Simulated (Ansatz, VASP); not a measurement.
## GaH6: VASP beside Ansatz

```
CELL_PARAMETERS angstrom
4.79327 0.00000 0.00000
0.00000 4.79327 0.00000
0.00000 0.00000 4.79327
ATOMIC_POSITIONS crystal
Ga 0.00000 0.00000 0.00000
H 0.50000 0.50000 0.07845
H 0.50000 0.50000 0.92155
H 0.07845 0.50000 0.50000
H 0.92155 0.50000 0.50000
H 0.50000 0.07845 0.50000
H 0.50000 0.92155 0.50000
```

Change from the starting cell: species swapped into the ErB6 type (Pm-3m, No. 221).

Alike in both runs: functional PBE; k mesh 8 × 8 × 8; occupations gaussian, width 0.1 eV; no spin polarisation.

Ansatz relaxed the structure, and its values are those at the end. VASP's run is a single point on that final structure, the one shown.

```csv
,VASP,Ansatz
version,VASP 6.6.1,Ansatz 0.2.0
potentials or method,"VASP PAW PBE potentials, release 64 (Ga_d, H), cutoff 520 eV","scalar-relativistic, plane waves, PAW"
valence electrons in the cell,19,19
```

Ansatz gave:

| Item | Value |
| --- | --- |
| gap on the k mesh at the Fermi level (eV) | none |
| pressure (GPa) | 0.0 |
| rms of the force components (eV/Å) | 0.000 |

What did VASP give for the same quantities?

gap on the k mesh at the Fermi level (eV): none; pressure (GPa): -0.1; rms of the force components (eV/Å): 0.007.

A gap of «none» marks a metal or a gap that the smearing closes. The functional is the same, so the differences come from potentials, cutoffs and numerics.
